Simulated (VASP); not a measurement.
BaNa2O4, 14 atoms in the cell. The cell holds an amorphous packing of atoms, 14 atoms: a = 6.225 Å, b = 6.301 Å, c = 6.760 Å, α = 96.70°, β = 99.40°, γ = 87.58°. 

- Program: VASP 6.6.1
- Task: single point
- Functional: r2SCAN
- Potentials or basis: VASP PAW PBE potentials, release 64 (Na_pv, O, Ba_sv)
- Cutoff: 520 eV
- k mesh: 3 × 3 × 3, shifted
- Occupations: fermi-dirac, width 0.0415 eV
- Spin: no spin polarisation
- Dipole correction: no
- Further INCAR settings: ALGO = Normal; EDIFF = 1e-06; NBANDS = 61

Potentials or basis: VASP PAW PBE potentials, release 64 (Na_pv, O, Ba_sv).

Run with:

```console
$ cat potpaw_PBE.64/Na_pv/POTCAR potpaw_PBE.64/O/POTCAR potpaw_PBE.64/Ba_sv/POTCAR > POTCAR
$ cp INCAR.step1 INCAR
$ mpirun -np 1 vasp_std > vasp.out
$ cp INCAR.step2 INCAR
$ mpirun -np 1 vasp_std > vasp.out
```

Hardware: 1 thread of Oxide Virtual Turin-like Processor, on a shared host.

Estimate the wall time of this run.

Run time: 31 min on 1 thread of Oxide Virtual Turin-like Processor (shared host), peak memory 0.41 GiB. Counts: k points 14.
